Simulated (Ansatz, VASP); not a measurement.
**Two plane-wave programs on PbS**

POSCAR

```
PbS
1.0
    0.0000000000      3.0464983500      3.0464983500
    3.0464983500      0.0000000000      3.0464983500
    3.0464983500      3.0464983500      0.0000000000
Pb S
1 1
Direct
    0.0000000000      0.0000000000      0.0000000000
    0.5000000000      0.5000000000      0.5000000000
```

INCAR.step1

```
SYSTEM = PbS
PREC = Accurate
ENCUT = 520
ISMEAR = -1
SIGMA = 0.02
LREAL = .FALSE.
LASPH = .TRUE.
NELM = 80
GGA = PE
ALGO = Normal
EDIFF = 1E-4
LWAVE = .TRUE.
LCHARG = .FALSE.
```

INCAR.step2

```
SYSTEM = PbS
PREC = Accurate
ENCUT = 520
EDIFF = 1E-6
ISMEAR = -1
SIGMA = 0.02
LREAL = .FALSE.
LASPH = .TRUE.
NELM = 80
ALGO = Normal
ISIF = 2
LWAVE = .FALSE.
LCHARG = .FALSE.
METAGGA = R2SCAN
LMIXTAU = .TRUE.
IBRION = 2
NSW = 50
EDIFFG = -0.01
ISTART = 1
```

KPOINTS

```
Automatic mesh
0
G
  8 8 8
  0 0 0
```

Input for Ansatz:

```yaml
crystal:
  lattice:
    - [0.0, 3.04649835, 3.04649835]
    - [3.04649835, 0.0, 3.04649835]
    - [3.04649835, 3.04649835, 0.0]
  atoms:
    - { symbol: Pb, position: [0.0, 0.0, 0.0] }
    - { symbol: S, position: [0.5, 0.5, 0.5] }
  symmetry: { tolerance: 0.0003 }
hamiltonian:
  xc: r2scan
  pseudopotentials: { kind: paw, azcp: { folder: soft_1 } }
basis:
  ecutwfc: 500
magnetization:
  spin_polarized: false
scf:
  occupations: { method: fermi_dirac, width: 0.02 }
kpoints:
  mp_grid: { grid: [8, 8, 8], shift: [0, 0, 0] }
  band_path:
    path:
      - [0.0, 0.0, 0.0]
      - [0.5, 0.0, 0.5]
      - [0.625, 0.25, 0.625]
      - [0.375, 0.375, 0.75]
      - [0.0, 0.0, 0.0]
      - [0.5, 0.5, 0.5]
      - [0.5, 0.25, 0.75]
      - [0.5, 0.0, 0.5]
    npoints: 10
output:
  forces: true
  stress: true
  eigenvalues: true
  write_potential: true
  elf: true
  volumetric_format: npy
  dos: { e_range: [-12, 8], de: 0.05 }
relax:
  max_steps: 30
```

Alike in both runs: task relaxation of the atoms; functional r2SCAN; k mesh 8 × 8 × 8; occupations fermi-dirac, width 0.02 eV; no spin polarisation.

|  | VASP | Ansatz |
| --- | --- | --- |
| version | VASP 6.6.1 | Ansatz 0.2.0 |
| potentials or method | VASP PAW PBE potentials, release 64 (Pb_d, S), cutoff 520 eV | PAW plane waves |
| valence electrons in the cell | 20 | 20 |

```csv
,VASP,Ansatz,Ansatz less VASP
"gap on the k mesh at the Fermi level, each at its own relaxed structure (eV)",0.90,0.90,0.000
```

VASP's potentials were made for PBE, not for r2SCAN. Ansatz's warnings: stress scf threshold loose.

Spin-orbit coupling is off throughout. Noted on VASP's run: the relaxation stopped at its first step, so nothing moved.
